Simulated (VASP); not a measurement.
# Co (P6_3/mmc) in VASP: single point with PBE+D3(BJ)

Aim: the single point of Co with PBE+D3(BJ).

Everything below comes from runs of VASP 6.6.1. Logs are shortened: lines on timing, memory, paths and dates and some standing lists are left out, and cuts for length are marked.

**1. The cell of the first run**

Symmetry: P6_3/mmc, No. 194, hexagonal system. Conventional cell: a = 2.469 Å, b = 2.469 Å, c = 3.992 Å, α = 90.00°, β = 90.00°, γ = 120.00°. Within 3.2 Å of Co (site symmetry -6m2) lie 12 Co at 2.45 to 2.47 Å.

**2. Single point, PBE+D3(BJ), collinear spin, ferromagnetic start**

The input, INCAR:

```
ALGO     = Normal         # electronic algorithm
EDIFF    = 1E-7           # SCF threshold, eV
ENCUT    = 520            # plane-wave cutoff, eV
GGA      = PE             # functional
ISIF     = 2              # what is computed and relaxed
ISMEAR   = 0              # smearing method
ISPIN    = 2              # spin polarisation
IVDW     = 12             # dispersion correction
LASPH    = T              # aspherical terms in the spheres
LCHARG   = F              # write CHGCAR
LMAXMIX  = 4              # l up to which the mixer works
LORBIT   = 11             # projections on sites
LREAL    = F              # projectors in reciprocal space
LWAVE    = F              # write WAVECAR
MAGMOM   = 1.86 1.86      # initial moments
NBANDS   = 20             # bands
NELM     = 150            # most SCF steps
PREC     = Accurate       # precision mode
SIGMA    = 0.1            # smearing width, eV
```

The input, KPOINTS:

```
k-points
0
Gamma
  21 21 10
```

The input, POSCAR:

```
Co
1.0
    2.4690137912      0.0000000000      0.0000000000
   -1.2345068956      2.1382286655      0.0000000000
    0.0000000000      0.0000000000      3.9924403897
Co
2
Direct
    0.3333333333      0.6666666667      0.2500000000
    0.6666666667      0.3333333333      0.7500000000
```

Potentials or basis: VASP PAW PBE potentials, release 64 (Co).

Started as:

```bash
$ cat potpaw_PBE.64/Co/POTCAR > POTCAR
$ mpirun -np 1 vasp_std > vasp.out
```

OUTCAR:

```text
EDIFF = 1E-7
   ENCUT = 520
   GGA = PE
   ISIF = 2
   ISMEAR = 0
   ISPIN = 2
   IVDW = 12
   LASPH = T
   LORBIT = 11
   LREAL = F
   NELM = 150
   PREC = Accurate
 IVDW          = 12

 ion  position               nearest neighbor table
   1  0.333  0.667  0.250-   2 2.45   2 2.45   2 2.45   2 2.45   2 2.45   2 2.45
   2  0.667  0.333  0.750-   1 2.45   1 2.45   1 2.45   1 2.45   1 2.45   1 2.45

  LATTYP: Found a hexagonal cell.
 ALAT       =     2.4690137912
 C/A-ratio  =     1.6170182621

  Lattice vectors:

 A1 = (   2.4690137912,   0.0000000000,   0.0000000000)
 A2 = (  -1.2345068956,   2.1382286655,   0.0000000000)
 A3 = (   0.0000000000,   0.0000000000,   3.9924403897)

Analysis of symmetry for initial positions (statically):
=====================================================================
 Subroutine PRICEL returns:
 Original cell was already a primitive cell.

 Routine SETGRP: Setting up the symmetry group for a
 hexagonal supercell.

 Subroutine GETGRP returns: Found 24 space group operations
 (whereof 12 operations were pure point group operations)
 out of a pool of 24 trial point group operations.

The static configuration has the point symmetry D_3d.
 The point group associated with its full space group is D_6h.

Analysis of symmetry for dynamics (positions and initial velocities):
=====================================================================
 Subroutine PRICEL returns:
 Original cell was already a primitive cell.

 Routine SETGRP: Setting up the symmetry group for a
 hexagonal supercell.

 Subroutine GETGRP returns: Found 24 space group operations
 (whereof 12 operations were pure point group operations)
 out of a pool of 24 trial point group operations.

The dynamic configuration has the point symmetry D_3d.
 The point group associated with its full space group is D_6h.

Analysis of structural, dynamic, and magnetic symmetry:
=====================================================================
 Subroutine PRICEL returns:
 Original cell was already a primitive cell.

 Routine SETGRP: Setting up the symmetry group for a
 hexagonal supercell.

 Subroutine GETGRP returns: Found 24 space group operations
 (whereof 12 operations were pure point group operations)
 out of a pool of 24 trial point group operations.

The overall configuration has the point symmetry D_3d.
 The point group associated with its full space group is D_6h.

 Subroutine INISYM returns: Found 24 space group operations
 (whereof 12 operations are pure point group operations),
 and found     1 'primitive' translations

----------------------------------------------------------------------------------------

                                     Primitive cell

[... 115 lines left out ...]
   GGA     = PE    functional components
   LHFCALC =     F    Hartree Fock is set to
   AEXX    =    0.0000 exact exchange contribution
   IVDW    =    12    specifies the selected vdW correction
   LEPSILON=     F    determine dielectric tensor
   LRPA    =     F    only Hartree local field effects (RPA)
 spin polarized calculation
 Gauss-broadening in eV      SIGMA  =   0.10
  energy-cutoff  :      520.00
  volume of cell :       21.08
 maximum number of plane-waves:       582
   NGX =  9   NGY =  9   NGZ = 15

 number of electron      17.9999983 magnetization       3.1441933

 Free energy of the ion-electron system (eV)
  ---------------------------------------------------
  ext. energy  EPLUGINS =         0.00000000
  ---------------------------------------------------
  free energy    TOTEN  =       -14.06468193 eV

  energy without entropy =      -14.05587232  energy(sigma->0) =      -14.06027712

 E-fermi :  10.6651     XC(G=0): -13.5760

 val. band max:       10.6633529476   @ k =   0.0952   0.0000   0.2000
 cond. band min:      10.6661321422   @ k =   0.1905   0.1429   0.2000
 fundamental gap:      0.0027791946
 Fermi energy:        10.6650709303

 spin component 1

 k-point     1 :       0.0000    0.0000    0.0000
  band No.  band energies     occupation
      1       1.5972      1.00000
      2       5.4138      1.00000
      3       8.0306      1.00000
      4       8.0515      1.00000
      5       8.0515      1.00000
      6       8.3790      1.00000
[... 541 lines left out ...]
     19      36.1962      0.00000
     20      37.3496      0.00000

 [... further k-points ...]

 spin component 2

 k-point     1 :       0.0000    0.0000    0.0000
  band No.  band energies     occupation
      1       1.5908      1.00000
      2       6.3333      1.00000
      3       9.6270      1.00000
      4       9.6504      1.00000
      5       9.6504      1.00000
      6      10.0318      1.00000
[... 541 lines left out ...]
     19      36.4005      0.00000
     20      37.7730      0.00000

 [... further k-points ...]

------------------------ aborting loop because EDIFF is reached ----------------------------------------

 Edisp (eV)   -0.85923

 E8    (eV) :    -0.3771

  FORCE on cell =-STRESS in cart. coord.  units (eV):
  Direction    XX          YY          ZZ          XY          YZ          ZX
  --------------------------------------------------------------------------------------
  -------------------------------------------------------------------------------------
  Total      -0.12297    -0.12297    -0.14609    -0.00000     0.00000     0.00000
  in kB      -9.34751    -9.34751   -11.10494    -0.00000     0.00000     0.00000
  external pressure =       -9.93 kB  Pullay stress =        0.00 kB

 VOLUME and BASIS-vectors are now :
 -----------------------------------------------------------------------------
  energy-cutoff  :      520.00
  volume of cell :       21.08
      direct lattice vectors                 reciprocal lattice vectors
     2.469013791  0.000000000  0.000000000     0.405020014  0.233838414  0.000000000
    -1.234506896  2.138228665  0.000000000     0.000000000  0.467676828  0.000000000
     0.000000000  0.000000000  3.992440390     0.000000000  0.000000000  0.250473370

 POSITION                                       TOTAL-FORCE (eV/Angst)
 -----------------------------------------------------------------------------------
     -0.00000      1.42549      0.99811         0.000000      0.000000      0.000000
      1.23451      0.71274      2.99433         0.000000      0.000000      0.000000
 -----------------------------------------------------------------------------------
    total drift:                                0.000000     -0.000000     -0.000000

  FREE ENERGIE OF THE ION-ELECTRON SYSTEM (eV)
  ---------------------------------------------------
  free  energy   TOTEN  =       -14.9239134860 eV

  energy  without entropy=      -14.9151038834  energy(sigma->0) =      -14.91950868

 total charge

# of ion       s       p       d       tot
------------------------------------------
    1        0.501   0.547   7.284   8.331
    2        0.501   0.547   7.284   8.331
--------------------------------------------------
tot          1.001   1.094  14.568  16.663

 magnetization (x)

# of ion       s       p       d       tot
------------------------------------------
    1       -0.016  -0.056   1.659   1.587
    2       -0.016  -0.056   1.659   1.587
--------------------------------------------------
tot         -0.031  -0.112   3.318   3.174
```

OSZICAR:

```text
N       E                     dE             d eps       ncg     rms          rms(c)
DAV:   1     0.856834331502E+02    0.85683E+02   -0.78813E+03 24328   0.120E+03
DAV:   2    -0.115104261295E+02   -0.97194E+02   -0.87489E+02 23392   0.218E+02
DAV:   3    -0.160685996836E+02   -0.45582E+01   -0.43646E+01 26028   0.570E+01
DAV:   4    -0.161370226942E+02   -0.68423E-01   -0.68368E-01 28328   0.614E+00
DAV:   5    -0.161389930225E+02   -0.19703E-02   -0.19702E-02 26768   0.991E-01    0.153E+01
DAV:   6    -0.144551221195E+02    0.16839E+01   -0.70163E+00 26204   0.550E+01    0.668E+00
DAV:   7    -0.141025984611E+02    0.35252E+00   -0.10677E+00 27456   0.195E+01    0.387E+00
DAV:   8    -0.140800686308E+02    0.22530E-01   -0.15431E-02 30460   0.127E+00    0.184E+00
DAV:   9    -0.140650025601E+02    0.15066E-01   -0.28598E-03 38136   0.100E+00    0.471E-01
DAV:  10    -0.140646663639E+02    0.33620E-03   -0.75089E-04 30188   0.344E-01    0.821E-02
DAV:  11    -0.140646837522E+02   -0.17388E-04   -0.43741E-05 31316   0.804E-02    0.294E-02
DAV:  12    -0.140646830816E+02    0.67062E-06   -0.60786E-06 25588   0.258E-02    0.172E-02
DAV:  13    -0.140646819524E+02    0.11292E-05   -0.17802E-06 33884   0.158E-02    0.773E-03
DAV:  14    -0.140646819261E+02    0.26289E-07   -0.34716E-07 25060   0.496E-03
   1 F= -.14923913E+02 E0= -.14919509E+02  d E =-.880960E-02  mag=     3.1445
```

stdout:

```text
POSCAR found type information on POSCAR Co
 POSCAR found :  1 types and       2 ions
 scaLAPACK will be used
 LDA part: xc-table for (Slater+PW92), standard interpolation
 POSCAR, INCAR and KPOINTS ok, starting setup
 FFT: planning ... GRIDC
 FFT: planning ... GRID_SOFT
 FFT: planning ... GRID
 WAVECAR not read
 entering main loop
```

Wall time 3.1 min (1 thread of Intel Xeon 8259CL, shared host); peak memory 0.28 GiB.

What came out:

| Item | Value |
| --- | --- |
| Free energy | -14.9239 eV |
| Pressure | -1.0 GPa |
| Net moment | 3.14 μB per cell |
| Site moments | Co +1.59 μB |
| Valence electrons inside the program's atomic spheres | Co 8.33 |
| Dispersion energy per atom | -0.430 eV |

Stress tensor (GPa, compression positive):
```
-0.93  0.00  0.00
 0.00 -0.93  0.00
 0.00  0.00 -1.11
```

Levels at points of the mesh, in eV from the Fermi level:
Spin up:
| k point | band 9 | band 10 | band 11 | band 12 | band 13 | band 14 |
| --- | --- | --- | --- | --- | --- | --- |
| (0.00, 0.00, 0.00) | -1.93 | -0.78 | -0.78 | -0.08 | 6.63 | 22.23 |
| (0.00, 0.00, 0.50) | -1.10 | -1.10 | -1.10 | -1.10 | 15.38 | 15.38 |
Spin down:
```csv
k point,band 5,band 6,band 7,band 8,band 9,band 10
"(0.00, 0.00, 0.00)",-1.01,-0.63,-0.63,-0.19,-0.19,-0.14
"(0.00, 0.00, 0.50)",-1.08,-1.08,-1.08,-1.08,0.72,0.72
```
